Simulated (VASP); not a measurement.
A run of VASP 6.6.1:

The input INCAR:

```
  PREC = Accurate
  ENCUT = 520
  EDIFF = 1E-6
  ISMEAR = 0
  SIGMA = 0.05
  LREAL = False
  LASPH = True
  NELM = 100
  ALGO = Normal
  ISIF = 2
  LWAVE = False
  LCHARG = True
  LDIPOL = True
  IDIPOL = 3
  DIPOL = 0.5 0.5 0.395
  GGA = PE
  IVDW = 12
  LELF = True
  LVHAR = True
  LVACPOTAV = True
  NBANDS = 50
```

KPOINTS

```
Automatic mesh
0
Gamma
  7 7 1
  0.5 0.5 0
```

File POSCAR:

```
SnO
1.0
    3.8201630995      0.0000000000      0.0000000000
    0.0000000000      3.8201630995      0.0000000000
    0.0000000000      0.0000000000     22.2260821294
Sn O
4 4
Direct
    0.7500000000      0.2500000000      0.2024648327
    0.2500000000      0.7500000000      0.3087832136
    0.3750000000      0.8750000000      0.4820031260
   -0.1250000000      1.3750000000      0.5883215068
    0.2500000000      0.2500000000      0.2556240231
    0.7500000000      0.7500000000      0.2556240231
   -0.1250000000      0.8750000000      0.5351623164
    0.3750000000      1.3750000000      0.5351623164
```

Potentials or basis: VASP PAW PBE potentials, release 64 (Sn_d, O).

Launch:

```bash
$ cat potpaw_PBE.64/Sn_d/POTCAR potpaw_PBE.64/O/POTCAR > POTCAR
$ mpirun -np 1 vasp_std > vasp.out
```

Hardware: 1 thread of Intel Xeon 8259CL (shared host).

Question: Estimate the wall time of this run.

Answer: Run time: 10 min on 1 thread of Intel Xeon 8259CL (shared host), peak memory 0.45 GiB. Counts: scf iterations 23, k points 16.
